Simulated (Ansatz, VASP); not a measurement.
# Mg: VASP beside Ansatz

```xyz
1
Lattice="-1.4666 1.4666 1.4666 1.4666 -1.4666 1.4666 1.4666 1.4666 -1.4666" Properties=species:S:1:pos:R:3 pbc="T T T"
Mg    0.0000    0.0000    0.0000
```

Change from the starting cell: volume scaled by 0.98.

Alike in both runs: task single point; functional LDA; k mesh 19 × 19 × 19; occupations fermi-dirac, width 0.03 eV; no spin polarisation.

```csv
,VASP,Ansatz
version,VASP 6.6.1,Ansatz 0.2.0
potentials or method,"VASP PAW LDA potentials, release 64 (Mg), cutoff 520 eV","all-electron LAPW, scalar-relativistic"
```

VASP gave:

```
pressure (GPa) : 60.5
```

Question: What did Ansatz give for the same quantities?

Answer: Pressure (GPa): 60.0.

LDA's correlation is that of Perdew and Zunger in VASP and of Perdew and Wang (1992) in Ansatz. Both programs put the cell under a high pressure, so it lies far from rest at this level. Ansatz ran all-electron here, and VASP with PAW potentials.

Noted on VASP's run: the cell as given lies far from equilibrium.
